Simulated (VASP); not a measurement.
Ga:

```xyz
4
Lattice="4.4668 0.0000 0.0000 0.0000 4.4668 0.0000 0.0000 0.0000 4.4668" Properties=species:S:1:pos:R:3 pbc="T T T"
Ga    0.1340    0.1340    0.1340
Ga    2.0994    4.3328    2.3674
Ga    2.3674    2.0994    4.3328
Ga    4.3328    2.3674    2.0994
```

```yaml
Program: VASP 6.6.1
Task: relaxation of cell and atoms
Functional: PBE
Potentials_or_basis: VASP PAW PBE potentials, release 64 (Ga_d)
Cutoff: 500 eV
k_mesh: 4 × 4 × 4
Occupations: gaussian, width 0.1 eV
Spin: no spin polarisation
```

At the start: pressure -5.6 GPa; volume 22.28 Å³/atom.

Q: How do energy, volume and symmetry change on relaxing?

A: Over 11 steps the energy falls by 89.3 meV/atom and the volume is 18.70 Å³/atom (-16.1 %); space group Fm-3m (No. 225, to 0.05 Å).

Step by step:
| step | energy change (eV) | largest force (eV/Å) | pressure (GPa) | volume (Å³) |
| --- | --- | --- | --- | --- |
| 1 | 0.0000 | 0.0654 | -5.59 | 89.12 |
| 2 | -0.2477 | 0.1596 | -2.08 | 79.47 |
| 3 | -0.2715 | 0.1973 | -0.15 | 76.30 |
| 4 | -0.2717 | 0.2011 | 0.06 | 75.99 |
| 5 | -0.2799 | 0.1934 | 0.08 | 75.85 |
| 6 | -0.3023 | 0.1656 | 0.12 | 75.44 |
| 7 | -0.3353 | 0.1054 | 0.37 | 74.61 |
| 8 | -0.3494 | 0.0160 | 1.38 | 72.98 |
| 9 | -0.3526 | 0.0214 | 1.00 | 73.47 |
| 10 | -0.3486 | 0.0027 | -1.31 | 76.77 |
| 11 | -0.3571 | 0.0091 | -0.06 | 74.81 |

Final structure:
```cif
data_structure
_symmetry_space_group_name_H-M 'P 1'
_symmetry_Int_Tables_number 1
_cell_length_a 4.2136
_cell_length_b 4.2136
_cell_length_c 4.2136
_cell_angle_alpha 90.000
_cell_angle_beta 90.000
_cell_angle_gamma 90.000
_cell_volume 74.81
loop_
_atom_site_label
_atom_site_type_symbol
_atom_site_fract_x
_atom_site_fract_y
_atom_site_fract_z
_atom_site_occupancy
Ga1 Ga 0.00159 0.00159 0.00159 1
Ga2 Ga 0.49841 0.99841 0.50159 1
Ga3 Ga 0.50159 0.49841 0.99841 1
Ga4 Ga 0.99841 0.50159 0.49841 1
```

Caveat: the volume moved by over 15 % at a fixed basis, so the end points are rough.
